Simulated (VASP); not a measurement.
# BeBi3 (Pm-3m) in VASP: a series of runs

BeBi3 is run at these levels: PBE; tasks: single point.

Everything below comes from runs of VASP 6.6.1. Logs are shortened: lines on timing, memory, paths and dates and some standing lists are left out, and cuts for length are marked.

## Step 1: The cell of the first run

It takes space group Pm-3m (No. 221, cubic). Conventional cell: a = 4.604 Å, b = 4.604 Å, c = 4.604 Å, α = 90.00°, β = 90.00°, γ = 90.00°. Be (site symmetry m-3m) has 12 Bi at 3.26 Å within 4.3 Å. Bi (site symmetry 4/mmm) has 4 Be at 3.26 Å and 8 Bi at 3.26 Å within 4.3 Å.

## Step 2: Single point, PBE

INCAR reads:

```
PREC = Accurate ; ENCUT = 520
EDIFF = 1E-7 ; ISMEAR = 0
SIGMA = 0.1 ; LREAL = False
LASPH = True ; NELM = 100
ALGO = Normal ; ISIF = 2
LWAVE = False ; LCHARG = False
GGA = PE ; NBANDS = 32
```

KPOINTS reads:

```
Automatic mesh
0
Gamma
  4 4 4
```

POSCAR reads:

```
BeBi3
1.0
    4.6042771891      0.0000000000      0.0000000000
    0.0000000000      4.6042771891      0.0000000000
    0.0000000000      0.0000000000      4.6042771891
Be Bi
1 3
Direct
    0.0000000000      0.0000000000      0.0000000000
    0.0000000000      0.5000000000      0.5000000000
    0.5000000000      0.0000000000      0.5000000000
    0.5000000000      0.5000000000      0.0000000000
```

Potentials or basis: VASP PAW PBE potentials, release 64 (Be, Bi_d).

Run with:

```console
cat potpaw_PBE.64/Be/POTCAR potpaw_PBE.64/Bi_d/POTCAR > POTCAR
mpirun -np 1 vasp_std > vasp.out
```

OUTCAR:

```text
PREC = Accurate
   ENCUT = 520
   EDIFF = 1E-7
   ISMEAR = 0
   LREAL = False
   LASPH = True
   NELM = 100
   ISIF = 2
   GGA = PE

 ion  position               nearest neighbor table
   1  0.000  0.000  0.000-
   2  0.000  0.500  0.500-   3 3.26   4 3.26   4 3.26   3 3.26   3 3.26   4 3.26   4 3.26   3 3.26

   3  0.500  0.000  0.500-   2 3.26   4 3.26   4 3.26   2 3.26   4 3.26   4 3.26   2 3.26   2 3.26

   4  0.500  0.500  0.000-   2 3.26   3 3.26   2 3.26   3 3.26   3 3.26   3 3.26   2 3.26   2 3.26

  LATTYP: Found a simple cubic cell.
 ALAT       =     4.6042771891

  Lattice vectors:

 A1 = (   4.6042771891,   0.0000000000,   0.0000000000)
 A2 = (   0.0000000000,   4.6042771891,   0.0000000000)
 A3 = (   0.0000000000,   0.0000000000,   4.6042771891)

Analysis of symmetry for initial positions (statically):
=====================================================================
 Subroutine PRICEL returns:
 Original cell was already a primitive cell.

 Routine SETGRP: Setting up the symmetry group for a
 simple cubic supercell.

 Subroutine GETGRP returns: Found 48 space group operations
 (whereof 48 operations were pure point group operations)
 out of a pool of 48 trial point group operations.

The static configuration has the point symmetry O_h .

Analysis of symmetry for dynamics (positions and initial velocities):
=====================================================================
 Subroutine PRICEL returns:
 Original cell was already a primitive cell.

 Routine SETGRP: Setting up the symmetry group for a
 simple cubic supercell.

 Subroutine GETGRP returns: Found 48 space group operations
 (whereof 48 operations were pure point group operations)
 out of a pool of 48 trial point group operations.

The dynamic configuration has the point symmetry O_h .

 Subroutine INISYM returns: Found 48 space group operations
 (whereof 48 operations are pure point group operations),
 and found     1 'primitive' translations

----------------------------------------------------------------------------------------

                                     Primitive cell

  volume of cell :      97.6078

  direct lattice vectors                    reciprocal lattice vectors
     4.604277189  0.000000000  0.000000000     0.217189357  0.000000000  0.000000000
     0.000000000  4.604277189  0.000000000     0.000000000  0.217189357  0.000000000
     0.000000000  0.000000000  4.604277189     0.000000000  0.000000000  0.217189357

  length of vectors
     4.604277189  4.604277189  4.604277189     0.217189357  0.217189357  0.217189357

  position of ions in fractional coordinates (direct lattice)
     0.000000000  0.000000000  0.000000000
     0.000000000  0.500000000  0.500000000
     0.500000000  0.000000000  0.500000000
     0.500000000  0.500000000  0.000000000

  ion indices of the primitive-cell ions
   primitive index   ion index
                 1           1
                 2           2
                 3           3
                 4           4

----------------------------------------------------------------------------------------

 KPOINTS: Automatic mesh

Automatic generation of k-mesh.
 Grid dimensions read from file:
 generate k-points for:    4    4    4

 Generating k-lattice:

  Cartesian coordinates                     Fractional coordinates (reciprocal lattice)
     0.054297339  0.000000000  0.000000000     0.250000000  0.000000000  0.000000000
     0.000000000  0.054297339  0.000000000     0.000000000  0.250000000  0.000000000
     0.000000000  0.000000000  0.054297339     0.000000000  0.000000000  0.250000000

  Length of vectors
     0.054297339  0.054297339  0.054297339

  Shift w.r.t. Gamma in fractional coordinates (k-lattice)
     0.000000000  0.000000000  0.000000000

 Subroutine IBZKPT returns following result:
 ===========================================

 Found     10 irreducible k-points:

 Following reciprocal coordinates:
            Coordinates               Weight
  0.000000  0.000000  0.000000      1.000000
  0.250000  0.000000  0.000000      6.000000
  0.500000  0.000000  0.000000      3.000000
  0.250000  0.250000  0.000000     12.000000
  0.500000  0.250000  0.000000     12.000000
  0.500000  0.500000  0.000000      3.000000
  0.250000  0.250000  0.250000      8.000000
  0.500000  0.250000  0.250000     12.000000
  0.500000  0.500000  0.250000      6.000000
  0.500000  0.500000  0.500000      1.000000
   k-points           NKPTS =     10   k-points in BZ     NKDIM =     10   number of bands    NBANDS=     32
   number of dos      NEDOS =    301   number of ions     NIONS =      4
   total plane-waves  NPLWV =  46656
   dimension x,y,z NGX =    36 NGY =   36 NGZ =   36
   dimension x,y,z NGXF=    72 NGYF=   72 NGZF=   72
   ions per type =               1   3
   NGX,Y,Z   is equivalent  to a cutoff of  13.00, 13.00, 13.00 a.u.
   NGXF,Y,Z  is equivalent  to a cutoff of  26.00, 26.00, 26.00 a.u.
 SYSTEM =  unknown system
   PREC   = accura    normal or accurate (medium, high low for compatibility)
   ISTART =      0    job   : 0-new  1-cont  2-samecut
   ICHARG =      2    charge: 1-file 2-atom 10-const
   ISPIN  =      1    spin polarized calculation?
   LNONCOLLINEAR =      F non collinear calculations
   LSORBIT =      F    spin-orbit coupling
   LASPH  =      T    aspherical Exc in radial PAW
   ENCUT  =  520.0 eV  38.22 Ry    6.18 a.u.   8.56  8.56  8.56*2*pi/ulx,y,z
   NELM   =    100;   NELMIN=  2; NELMDL= -5     # of ELM steps
   EDIFF  = 0.1E-06   stopping-criterion for ELM
   LREAL  =      F    real-space projection
   EDIFFG = 0.1E-05   stopping-criterion for IOM
   NSW    =      0    number of steps for IOM
   IBRION =     -1    ionic relax: 0-MD 1-quasi-New 2-CG
   NFREE  =      0    steps in history (QN), initial steepest desc. (CG)
   ISIF   =      2    stress and relaxation
   ISYM   =      2    0-nonsym 1-usesym 2-fastsym
   POTIM  = 0.5000    time-step for ionic-motion
   TEBEG  =    0.0;   TEEND  =   0.0 temperature during run
   PSTRESS=    0.0 pullay stress
   NELECT =      47.0000    total number of electrons
   NUPDOWN=      -1.0000    fix difference up-down
   EMIN   =  10.00;   EMAX   =-10.00  energy-range for DOS
   EFERMI =   0.00;   METHOD = LEGACY
   ISMEAR =     0;   SIGMA  =   0.10  broadening in eV -4-tet -1-fermi 0-gaus
   EFERMI_NEDOS =   21; number of points for ismear=-14 and -15
   IALGO  =     38    algorithm
   IMIX   =      4    mixing-type and parameters
     AMIX     =   0.40;   BMIX     =  1.00
     AMIX_MAG =   1.60;   BMIX_MAG =  1.00
  volume/ion in A,a.u.               =      24.40       164.67
  Fermi-wavevector in a.u.,A,eV,Ry     =   1.283156  2.424812 22.401833  1.646488
  Thomas-Fermi vector in A             =   2.415425
   LORBIT       =      0    0 simple, 1 ext, 2 COOP (PROOUT), +10 PAW based schemes
   GGA     = PE    functional components
   LHFCALC =     F    Hartree Fock is set to
   AEXX    =    0.0000 exact exchange contribution
   IVDW    =     0    specifies the selected vdW correction
   LEPSILON=     F    determine dielectric tensor
   LRPA    =     F    only Hartree local field effects (RPA)
 non-spin polarized calculation
 Gauss-broadening in eV      SIGMA  =   0.10
  energy-cutoff  :      520.00
  volume of cell :       97.61
 maximum number of plane-waves:      2666
 NGX is ok and might be reduce to    36
   NGX = 17   NGY = 17   NGZ = 17

 number of electron      46.9999997 magnetization

 Free energy of the ion-electron system (eV)
  ---------------------------------------------------
  ext. energy  EPLUGINS =         0.00000000
  ---------------------------------------------------
  free energy    TOTEN  =       -12.46585733 eV

  energy without entropy =      -12.42661531  energy(sigma->0) =      -12.44623632

 E-fermi :   8.4701     XC(G=0): -10.5423

 val. band max:        8.4266493949   @ k =   0.2500   0.0000   0.0000
 cond. band min:       8.5024576302   @ k =   0.2500   0.0000   0.0000
 fundamental gap:      0.0758082353
 Fermi energy:         8.4701408879

 k-point     1 :       0.0000    0.0000    0.0000
  band No.  band energies     occupation
      1     -14.7737      2.00000
      2     -14.7737      2.00000
      3     -14.7737      2.00000
      4     -14.7415      2.00000
      5     -14.5945      2.00000
      6     -14.5945      2.00000
[... 24 lines left out ...]
     31      14.2273      0.00000
     32      14.9470      0.00000

 k-point     2 :       0.2500    0.0000    0.0000
  band No.  band energies     occupation
      1     -14.7673      2.00000
      2     -14.7125      2.00000
      3     -14.7125      2.00000
      4     -14.7027      2.00000
      5     -14.5900      2.00000
      6     -14.5606      2.00000
[... 24 lines left out ...]
     31      14.3622      0.00000
     32      14.8817      0.00000

 k-point     3 :       0.5000    0.0000    0.0000
  band No.  band energies     occupation
      1     -14.7605      2.00000
      2     -14.6445      2.00000
      3     -14.5833      2.00000
      4     -14.5723      2.00000
      5     -14.5723      2.00000
      6     -14.5481      2.00000
[... 24 lines left out ...]
     31      12.7024      0.00000
     32      16.1283      0.00000

 k-point     4 :       0.2500    0.2500    0.0000
  band No.  band energies     occupation
      1     -14.7213      2.00000
      2     -14.7036      2.00000
      3     -14.6925      2.00000
      4     -14.6518      2.00000
      5     -14.5780      2.00000
      6     -14.5337      2.00000
[... 164 lines left out ...]
     31      13.3164      0.00000
     32      16.7340      0.00000

 k-point     9 :       0.5000    0.5000    0.2500
  band No.  band energies     occupation
      1     -14.6609      2.00000
      2     -14.6609      2.00000
      3     -14.6503      2.00000
      4     -14.6155      2.00000
      5     -14.6155      2.00000
      6     -14.5943      2.00000
[... 24 lines left out ...]
     31      14.0145      0.00000
     32      16.8963      0.00000

 k-point    10 :       0.5000    0.5000    0.5000
  band No.  band energies     occupation
      1     -14.6768      2.00000
      2     -14.6768      2.00000
      3     -14.6768      2.00000
      4     -14.6368      2.00000
      5     -14.6368      2.00000
      6     -14.6368      2.00000
[... 24 lines left out ...]
     31      14.1241      0.00000
     32      17.7759      0.00000

------------------------ aborting loop because EDIFF is reached ----------------------------------------

  FORCE on cell =-STRESS in cart. coord.  units (eV):
  Direction    XX          YY          ZZ          XY          YZ          ZX
  --------------------------------------------------------------------------------------
  -------------------------------------------------------------------------------------
  Total        5.8132491      5.8132491      5.8132491      0.0000000     -0.0000000      0.0000000
  in kB       95.4212564     95.4212564     95.4212564      0.0000000     -0.0000000      0.0000000
  external PRESSURE =      95.4212564 kB  Pullay stress =       0.0000000 kB

 VOLUME and BASIS-vectors are now :
 -----------------------------------------------------------------------------
  energy-cutoff  :      520.00
  volume of cell :       97.61
      direct lattice vectors                 reciprocal lattice vectors
     4.604277189  0.000000000  0.000000000     0.217189357  0.000000000  0.000000000
     0.000000000  4.604277189  0.000000000     0.000000000  0.217189357  0.000000000
     0.000000000  0.000000000  4.604277189     0.000000000  0.000000000  0.217189357

 POSITION                                       TOTAL-FORCE (eV/Angst)
 -----------------------------------------------------------------------------------
      0.00000      0.00000      0.00000         0.000000      0.000000      0.000000
      0.00000      2.30214      2.30214         0.000000      0.000000      0.000000
      2.30214      0.00000      2.30214         0.000000      0.000000      0.000000
      2.30214      2.30214      0.00000         0.000000      0.000000      0.000000
 -----------------------------------------------------------------------------------
    total drift:                                0.000000      0.000000      0.000000

  FREE ENERGIE OF THE ION-ELECTRON SYSTEM (eV)
  ---------------------------------------------------
  free  energy   TOTEN  =       -12.4658573348 eV

  energy  without entropy=      -12.4266153072  energy(sigma->0) =      -12.44623632
```

Run time: 50 s. Hardware: 1 thread of AMD EPYC 7R43 (Zen 3), shared host; peak memory 0.17 GiB.

Results:

* Free energy: -12.4659 eV
* Pressure: 9.5 GPa
* Band gap on the k mesh: zero (an odd number of electrons rules out a gap without spin polarisation)

Caveat: the cell stands under pressure; spin-orbit coupling is left out, which moves the levels of the heavy elements.

## Step 3: Single point, PBE

This run uses another cell than the first one, of 28.15 Å³/atom.

INCAR reads:

```
SYSTEM = BeBi3
PREC = Accurate
ENCUT = 520
EDIFF = 1E-7
ISMEAR = 0
SIGMA = 0.1
LREAL = .FALSE.
LASPH = .TRUE.
NELM = 60
ALGO = Fast
ISIF = 2
LWAVE = .FALSE.
LCHARG = .FALSE.
GGA = PE
NBANDS = 32
```

KPOINTS reads:

```
regular mesh
0
G
  4 4 4
  0 0 0
```

POSCAR reads:

```
BeBi3
1.0
    4.8287357021      0.0000000000      0.0000000000
    0.0000000000      4.8287357021      0.0000000000
    0.0000000000      0.0000000000      4.8287357021
Be Bi
1 3
Direct
    0.0000000000      0.0000000000      0.0000000000
    0.0000000000      0.5000000000      0.5000000000
    0.5000000000      0.0000000000      0.5000000000
    0.5000000000      0.5000000000      0.0000000000
```

Potentials or basis: VASP PAW PBE potentials, release 64 (Be, Bi_d).

Run with:

```console
cat potpaw_PBE.64/Be/POTCAR potpaw_PBE.64/Bi_d/POTCAR > POTCAR
mpirun -np 1 vasp_std > vasp.out
```

Wall time 60 s (1 thread of AMD EPYC 7R43 (Zen 3), shared host); peak memory 0.17 GiB.

The run converged. Its results:

```
Free energy            : -12.8639 eV
Pressure               : -0.1 GPa
Band gap on the k mesh : zero (an odd number of electrons rules out a gap without spin polarisation)
```

Levels at points of the mesh, in eV from the Fermi level:
```
           k point  band 19  band 20  band 21  band 22  band 23  band 24  band 25  band 26  band 27  band 28
(0.00, 0.00, 0.00)    -3.91    -3.91    -3.91    -1.57     1.09     1.09     1.09     1.93     1.93     1.93
(0.50, 0.00, 0.00)    -3.02    -2.65    -2.65    -1.41    -1.41    -0.60    -0.52     2.14     2.75     2.75
(0.50, 0.50, 0.00)    -5.12    -2.70    -1.33    -1.33    -0.93    -0.63    -0.63     0.85     1.50     3.94
(0.50, 0.50, 0.50)    -5.63    -4.41    -4.41    -4.41    -2.20     4.08     4.08     4.57     4.57     4.57
```

Caveat: spin-orbit coupling is left out, which moves the levels of the heavy elements.
